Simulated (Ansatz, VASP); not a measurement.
# Sb in VASP and in Ansatz

```xyz
1
Lattice="3.1155 0.0000 0.0000 0.0000 3.1155 0.0000 0.0000 0.0000 3.1155" Properties=species:S:1:pos:R:3 pbc="T T T"
Sb    0.0000    0.0000    0.0000
```

Alike in both runs: task relaxation of cell and atoms; functional PBE; k mesh 12 × 12 × 12; occupations fermi-dirac, width 0.05 eV; no spin polarisation.

```csv
,VASP,Ansatz
version,VASP 6.6.1,Ansatz 0.2.0
potentials or method,"VASP PAW PBE potentials, release 64 (Sb)","PAW with Ansatz's default frozen-core files, scalar-relativistic"
plane-wave cutoff (eV),500,420
valence electrons in the cell,5,15
```

```tsv
	VASP	Ansatz	Ansatz less VASP
relaxed volume (Å³/atom)	30.09	30.11	+0.019
relaxed cell length with the largest relative difference (Å)	3.110	3.111	+0.0006
```

VASP's potentials hold 5 valence electrons a cell and Ansatz's 15, so a difference there can come from the potentials and not from the codes.

Neither program's run includes spin-orbit coupling.
